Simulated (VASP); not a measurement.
A run of VASP 6.6.1:

The input INCAR:

```
  ALGO = Normal
  EDIFF = 1E-6
  ENCUT = 520
  GGA = CA
  ISIF = 2
  ISMEAR = 0
  LASPH = True
  LCHARG = False
  LREAL = False
  LWAVE = False
  NBANDS = 36
  NELECT = 48.0
  NELM = 80
  PREC = Accurate
  SIGMA = 0.05
```

Contents of KPOINTS:

```
k-points
0
Gamma
  6 6 6
```

POSCAR

```
HC12
1.0
    1.7657489870     -3.5314979740     -1.7657489870
    3.5314979740     -1.7657489870      1.7657489870
   -1.7657489870     -3.5314979740      1.7657489870
C H
12 1
Direct
    0.2500000000      1.0000000000      0.2500000000
    0.0833333333      0.3333333333      0.7500000000
    0.9166666667      0.6666666667      0.2500000000
    0.7500000000      1.0000000000      0.7500000000
    0.5833333333      0.3333333333      0.2500000000
    0.4166666667      0.6666666667      0.7500000000
    0.9583333333      0.3333333333      0.1250000000
    0.7916666667      0.6666666667      0.6250000000
    0.6250000000      1.0000000000      0.1250000000
    0.4583333333      0.3333333333      0.6250000000
    0.2916666667      0.6666666667      0.1250000000
    0.1250000000      1.0000000000      0.6250000000
    1.0694444444      0.2777777778      0.2916666667
```

Potentials or basis: VASP PAW LDA potentials, release 64 (C, H).

Command:

```bash
$ cat potpaw_LDA.64/C/POTCAR potpaw_LDA.64/H/POTCAR > POTCAR
$ mpirun -np 1 vasp_std > vasp.out
```

Hardware: 1 thread of Intel(R) Xeon(R) Platinum 8488C (Sapphire Rapids) (shared host).

Task: How long does it take, and how much memory?

Result: It took 2.2 min on 1 thread of Intel(R) Xeon(R) Platinum 8488C (Sapphire Rapids), on a shared host, peak memory 0.27 GiB. Counts: scf iterations 12, k points 112.
